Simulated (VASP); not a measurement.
# Mg3NiS4 (P4/mmm) in VASP: notebook

Runs on Mg3NiS4. Level: PBE. Tasks: single point, relaxation of shape and atoms at fixed volume.

Program: VASP 6.6.1. These are calculated values, not measurements. Logs are shortened: lines on timing, memory, paths and dates and some standing lists are left out, and cuts for length are marked.

### 1 The cell of the first run

Symmetry: P4/mmm, No. 123, tetragonal system. Conventional cell: a = 3.524 Å, b = 3.524 Å, c = 9.807 Å, α = 90.00°, β = 90.00°, γ = 90.00°. Within 3.2 Å of Mg (site symmetry 4mm) lie 6 S at 2.40 to 2.51 Å. Within 3.3 Å of Mg (site symmetry 4/mmm) lie 6 S at 2.49 to 2.59 Å. Ni (site symmetry 4/mmm) has 6 S at 2.31 to 2.49 Å within 3.1 Å. S (site symmetry 4/mmm) has 2 Mg at 2.40 Å and 4 Ni at 2.49 Å within 3.2 Å. S (site symmetry 4mm) has 1 Ni at 2.31 Å and 5 Mg at 2.49 to 2.59 Å within 3.1 Å. Within 3.3 Å of S (site symmetry 4/mmm) lie 6 Mg at 2.49 to 2.51 Å.

### 2 Single point, PBE (15.22 Å³/atom)

INCAR reads:

```
SYSTEM = Mg3NiS4
PREC = Accurate
ENCUT = 520
EDIFF = 1E-7
ISMEAR = 0
SIGMA = 0.1
LREAL = .FALSE.
LASPH = .TRUE.
NELM = 60
ALGO = Normal
ISIF = 2
LWAVE = .FALSE.
LCHARG = .TRUE.
GGA = PE
LELF = .TRUE.
LVHAR = .TRUE.
NBANDS = 30
```

KPOINTS reads:

```
Automatic mesh
0
G
  10 10 4
  0 0 0
```

POSCAR reads:

```
Mg3NiS4
1.0
    3.5235097309      0.0000000000      0.0000000000
    0.0000000000      3.5235097309      0.0000000000
    0.0000000000      0.0000000000      9.8074798424
Mg Ni S
3 1 4
Direct
    0.0000000000      0.0000000000      0.7555579169
    0.0000000000      0.0000000000      0.2444420831
    0.5000000000      0.5000000000      0.5000000000
    0.5000000000      0.5000000000      0.0000000000
    0.0000000000      0.0000000000      0.0000000000
    0.5000000000      0.5000000000      0.2354856311
    0.0000000000      0.0000000000      0.5000000000
    0.5000000000      0.5000000000      0.7645143689
```

Potentials or basis: VASP PAW PBE potentials, release 64 (Mg, Ni, S).

The run is started by

```console
> cat potpaw_PBE.64/Mg/POTCAR potpaw_PBE.64/Ni/POTCAR potpaw_PBE.64/S/POTCAR > POTCAR
> mpirun -np 1 vasp_std > vasp.out
```

OUTCAR:

```text
SYSTEM = Mg3NiS4
   PREC = Accurate
   ENCUT = 520
   EDIFF = 1E-7
   ISMEAR = 0
   LREAL = .FALSE.
   LASPH = .TRUE.
   NELM = 60
   ISIF = 2
   GGA = PE

 ion  position               nearest neighbor table
   1  0.000  0.000  0.756-   5 2.40   8 2.49   8 2.49   8 2.49   8 2.49   7 2.51   3 3.53   3 3.53
                             3 3.53   3 3.53
   2  0.000  0.000  0.244-   5 2.40   6 2.49   6 2.49   6 2.49   6 2.49   7 2.51   3 3.53   3 3.53
                             3 3.53   3 3.53
   3  0.500  0.500  0.500-   7 2.49   7 2.49   7 2.49   7 2.49   8 2.59   6 2.59   2 3.53   2 3.53
                             1 3.53   2 3.53   1 3.53   1 3.53   2 3.53   1 3.53
   4  0.500  0.500  0.000-   6 2.31   8 2.31   5 2.49   5 2.49   5 2.49   5 2.49
   5  0.000  0.000  0.000-   1 2.40   2 2.40   4 2.49   4 2.49   4 2.49   4 2.49
   6  0.500  0.500  0.235-   4 2.31   2 2.49   2 2.49   2 2.49   2 2.49   3 2.59
   7  0.000  0.000  0.500-   3 2.49   3 2.49   3 2.49   3 2.49   1 2.51   2 2.51
   8  0.500  0.500  0.765-   4 2.31   1 2.49   1 2.49   1 2.49   1 2.49   3 2.59

  LATTYP: Found a simple tetragonal cell.
 ALAT       =     3.5235097309
 C/A-ratio  =     2.7834405441

  Lattice vectors:

 A1 = (   3.5235097309,   0.0000000000,   0.0000000000)
 A2 = (   0.0000000000,   3.5235097309,   0.0000000000)
 A3 = (   0.0000000000,   0.0000000000,   9.8074798424)

Analysis of symmetry for initial positions (statically):
=====================================================================
 Subroutine PRICEL returns:
 Original cell was already a primitive cell.

 Routine SETGRP: Setting up the symmetry group for a
 simple tetragonal supercell.

 Subroutine GETGRP returns: Found 16 space group operations
 (whereof 16 operations were pure point group operations)
 out of a pool of 16 trial point group operations.

The static configuration has the point symmetry D_4h.

Analysis of symmetry for dynamics (positions and initial velocities):
=====================================================================
 Subroutine PRICEL returns:
 Original cell was already a primitive cell.

 Routine SETGRP: Setting up the symmetry group for a
 simple tetragonal supercell.

 Subroutine GETGRP returns: Found 16 space group operations
 (whereof 16 operations were pure point group operations)
 out of a pool of 16 trial point group operations.

The dynamic configuration has the point symmetry D_4h.

 Subroutine INISYM returns: Found 16 space group operations
 (whereof 16 operations are pure point group operations),
 and found     1 'primitive' translations

[... 112 lines left out ...]
   ISIF   =      2    stress and relaxation
   ISYM   =      2    0-nonsym 1-usesym 2-fastsym
   POTIM  = 0.5000    time-step for ionic-motion
   TEBEG  =    0.0;   TEEND  =   0.0 temperature during run
   PSTRESS=    0.0 pullay stress
   NELECT =      40.0000    total number of electrons
   NUPDOWN=      -1.0000    fix difference up-down
   EMIN   =  10.00;   EMAX   =-10.00  energy-range for DOS
   EFERMI =   0.00;   METHOD = LEGACY
   ISMEAR =     0;   SIGMA  =   0.10  broadening in eV -4-tet -1-fermi 0-gaus
   EFERMI_NEDOS =   21; number of points for ismear=-14 and -15
   IALGO  =     38    algorithm
   IMIX   =      4    mixing-type and parameters
     AMIX     =   0.40;   BMIX     =  1.00
     AMIX_MAG =   1.60;   BMIX_MAG =  1.00
  volume/ion in A,a.u.               =      15.22       102.71
  Fermi-wavevector in a.u.,A,eV,Ry     =   1.129602  2.134638 17.361037  1.276000
  Thomas-Fermi vector in A             =   2.266296
   LORBIT       =      0    0 simple, 1 ext, 2 COOP (PROOUT), +10 PAW based schemes
   GGA     = PE    functional components
   LHFCALC =     F    Hartree Fock is set to
   AEXX    =    0.0000 exact exchange contribution
   IVDW    =     0    specifies the selected vdW correction
   LEPSILON=     F    determine dielectric tensor
   LRPA    =     F    only Hartree local field effects (RPA)
 non-spin polarized calculation
 Gauss-broadening in eV      SIGMA  =   0.10
  energy-cutoff  :      520.00
  volume of cell :      121.76
 maximum number of plane-waves:      3324
 NGX is ok and might be reduce to    28
   NGX = 13   NGY = 13   NGZ = 37

 number of electron      39.9999999 magnetization

 Free energy of the ion-electron system (eV)
  ---------------------------------------------------
  ext. energy  EPLUGINS =         0.00000000
  ---------------------------------------------------
  free energy    TOTEN  =       -34.67498472 eV

  energy without entropy =      -34.66608856  energy(sigma->0) =      -34.67053664

 E-fermi :   6.6605     XC(G=0): -10.5202

 val. band max:        6.6555864692   @ k =   0.4000   0.3000   0.5000
 cond. band min:       6.7051806971   @ k =   0.5000   0.2000   0.0000
 fundamental gap:      0.0495942279
 Fermi energy:         6.6605270163

 k-point     1 :       0.0000    0.0000    0.0000
  band No.  band energies     occupation
      1      -8.2958      2.00000
      2      -7.4196      2.00000
      3      -7.2966      2.00000
      4      -6.0056      2.00000
      5       0.3734      2.00000
      6       1.7634      2.00000
[... 781 lines left out ...]
     29      13.6289      0.00000
     30      13.6736      0.00000

 [... further k-points ...]

------------------------ aborting loop because EDIFF is reached ----------------------------------------

  FORCE on cell =-STRESS in cart. coord.  units (eV):
  Direction    XX          YY          ZZ          XY          YZ          ZX
  --------------------------------------------------------------------------------------
  -------------------------------------------------------------------------------------
  Total        6.8310099      6.8310099      6.9111973      0.0000000     -0.0000000      0.0000000
  in kB       89.8849796     89.8849796     90.9401155      0.0000000     -0.0000000      0.0000000
  external PRESSURE =      90.2366916 kB  Pullay stress =       0.0000000 kB

 VOLUME and BASIS-vectors are now :
 -----------------------------------------------------------------------------
  energy-cutoff  :      520.00
  volume of cell :      121.76
      direct lattice vectors                 reciprocal lattice vectors
     3.523509731  0.000000000  0.000000000     0.283807929  0.000000000  0.000000000
     0.000000000  3.523509731  0.000000000     0.000000000  0.283807929  0.000000000
     0.000000000  0.000000000  9.807479842     0.000000000  0.000000000  0.101962993

 POSITION                                       TOTAL-FORCE (eV/Angst)
 -----------------------------------------------------------------------------------
      0.00000      0.00000      7.41012        -0.000000      0.000000      0.001008
      0.00000      0.00000      2.39736         0.000000      0.000000     -0.001008
      1.76175      1.76175      4.90374         0.000000     -0.000000      0.000000
      1.76175      1.76175      0.00000         0.000000     -0.000000      0.000000
      0.00000      0.00000      0.00000         0.000000     -0.000000      0.000000
      1.76175      1.76175      2.30952         0.000000      0.000000      0.028150
      0.00000      0.00000      4.90374         0.000000     -0.000000      0.000000
      1.76175      1.76175      7.49796         0.000000     -0.000000     -0.028150
 -----------------------------------------------------------------------------------
    total drift:                                0.000000      0.000000     -0.000000

  FREE ENERGIE OF THE ION-ELECTRON SYSTEM (eV)
  ---------------------------------------------------
  free  energy   TOTEN  =       -34.6749847250 eV

  energy  without entropy=      -34.6660885597  energy(sigma->0) =      -34.67053664
```

Wall time 5.7 min (1 thread of Intel Xeon Platinum 8259CL at 2.50GHz (Skylake/Cascade Lake), shared host); peak memory 0.38 GiB.

Results:

```yaml
Free_energy: -34.6750 eV
Pressure: 9.0 GPa
Largest_force: 0.028 eV/Å
Band_gap_on_the_k_mesh: zero (bands 20 and 21 overlap by 1.70 eV)
```

Forces in eV/Å, atoms in the order of the input:
```
Mg   0.000  0.000  0.001
Mg   0.000  0.000 -0.001
Mg   0.000  0.000  0.000
Ni   0.000  0.000  0.000
S    0.000  0.000  0.000
S    0.000  0.000  0.028
S    0.000  0.000  0.000
S    0.000  0.000 -0.028
```

Caveat: the cell stands under pressure; the run has no spin polarisation, though such a crystal can be magnetic.

(Continued in part 2 of 3.)

The gap in the log of VASP goes by the Fermi energy; the results here count the filled bands.